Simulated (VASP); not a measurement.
CdSe, 2 atoms in the cell. The structure is tetragonal, space group I-4m2 (No. 119). The conventional cell has a = 4.342 Å, b = 4.342 Å, c = 6.018 Å, α = 90.00°, β = 90.00°, γ = 90.00°. Cd (site symmetry -4m2) has 4 Se at 2.64 Å within 3.5 Å. Within 3.5 Å of Se (site symmetry -4m2) lie 4 Cd at 2.64 Å.  This cell differs from its parent crystal: zz strain of -2 %.

- Program: VASP 6.6.1
- Task: electric field gradients
- Functional: LDA
- Potentials or basis: VASP PAW LDA potentials, release 64 (Cd, Se)
- Cutoff: 520 eV
- k mesh: 8 × 8 × 8
- Occupations: fermi-dirac, width 0.03 eV
- Spin: no spin polarisation
- Dipole correction: no
- Further INCAR settings: ALGO = Normal; EDIFF = 1e-08; NBANDS = 16

Potentials or basis: VASP PAW LDA potentials, release 64 (Cd, Se).

Run with:

```sh
$ cat potpaw_LDA.64/Cd/POTCAR potpaw_LDA.64/Se/POTCAR > POTCAR
$ mpirun -np 1 vasp_std > vasp.out
```

Hardware: 1 thread of Intel(R) Xeon(R) 6975P-C (Granite Rapids), on a shared host.

Estimate the wall time of this run.

It took 22 s on 1 thread of Intel(R) Xeon(R) 6975P-C (Granite Rapids), with other jobs on the host, peak memory 0.19 GiB. Counts: scf iterations 15, k points 59.
